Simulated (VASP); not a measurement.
The system is YReSe4.

```
CELL_PARAMETERS angstrom
4.62219 0.00000 0.00000
0.00000 4.62219 0.00000
0.00000 0.00000 6.53676
ATOMIC_POSITIONS crystal
Y 0.00000 0.00000 0.00000
Re 0.50000 0.50000 0.50000
Se 0.50000 0.00000 0.25000
Se 0.00000 0.50000 0.75000
Se 0.50000 0.00000 0.75000
Se 0.00000 0.50000 0.25000
```

```yaml
Program: VASP 6.6.1
Task: relaxation of cell and atoms
Functional: PBE
Potentials_or_basis: VASP PAW PBE potentials, release 64 (Y_sv, Re, Se)
Cutoff: 600 eV
k_mesh: 4 × 4 × 4
Occupations: gaussian, width 0.1 eV
Spin: collinear spin
Starting_moments: "[0.0, 1.0, 0.0, 0.0, 0.0, 0.0] μB"
```

At the start: pressure -0.5 GPa; volume 23.28 Å³/atom.

Where does the relaxation end?

Over 9 steps the energy falls by 118.6 meV/atom and the volume is 22.87 Å³/atom (-1.8 %); space group P4/mmm (No. 123, to 0.1 Å) before and after; moment 0.95 μB per cell.

Step by step:
```
step  energy change (eV)  largest force (eV/Å)  pressure (GPa)  volume (Å³)
   1              0.0000                1.7414           -0.51       139.66
   2             -0.4519                0.8853           -0.47       138.15
   3             -0.5707                0.0132            0.16       136.83
   4             -0.5715                0.0864            0.08       136.93
   5             -0.6178                0.0571            0.12       137.08
   6             -0.7092                0.1211           -0.29       137.24
   7             -0.7093                0.0438            0.72       135.79
   8             -0.7115                0.0381            0.22       136.49
   9             -0.7116                0.0359           -0.18       137.21
```

Final structure:
```xyz
6
Lattice="4.4980 0.0000 0.0000 0.0000 4.4980 0.0000 0.0000 0.0000 6.7817" Properties=species:S:1:pos:R:3 pbc="T T T"
Y     0.0000    4.4980    0.0000
Re    2.2490    2.2490    3.3909
Se    2.2490    0.0000    1.9113
Se    4.4980    2.2490    4.8704
Se    2.2490    0.0000    4.8704
Se    0.0000    2.2490    1.9113
```
